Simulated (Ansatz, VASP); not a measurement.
## BaTiO3: VASP beside Ansatz

```
Ba Ti O
1.0
     3.97275    0.00000    0.00000
     0.00000    3.97275    0.00000
     0.00000    0.00000    3.92640
Ba Ti O
1 1 3
Direct
  0.50000 0.50000 0.57512
  0.00000 0.00000 0.08276
  0.00000 0.50000 0.06858
  0.50000 0.00000 0.06858
  0.00000 0.00000 0.56496
```

Change from the starting cell: strain along c alone, the other axes held, atoms relaxed: -4.5 %.

Alike in both runs: functional r2SCAN; k mesh 8 × 8 × 8; occupations gaussian, width 0.02 eV; no spin polarisation.

Ansatz relaxed the structure, and its values are those at the end. VASP's run is a single point on that final structure, the one shown.

|  | VASP | Ansatz |
| --- | --- | --- |
| version | VASP 6.6.1 | Ansatz 0.2.0 |
| potentials or method | VASP PAW PBE potentials, release 64 (Ba_sv, Ti_sv, O), cutoff 520 eV | scalar-relativistic, plane waves, PAW |
| valence electrons in the cell | 40 | 40 |

VASP gave:

* gap on the k mesh at the Fermi level (eV): 2.23
* least direct gap on the mesh (eV): 2.38
* pressure (GPa): 8.0
* rms of the force components (eV/Å): 0.025

Q: Estimate Ansatz's values.

A: gap on the k mesh at the Fermi level (eV): 2.26; least direct gap on the mesh (eV): 2.36; pressure (GPa): 5.7; rms of the force components (eV/Å): 0.001.

VASP's potentials were made for PBE, not for r2SCAN. Ansatz's warnings: stress scf threshold loose.

Spin-orbit coupling is off throughout.
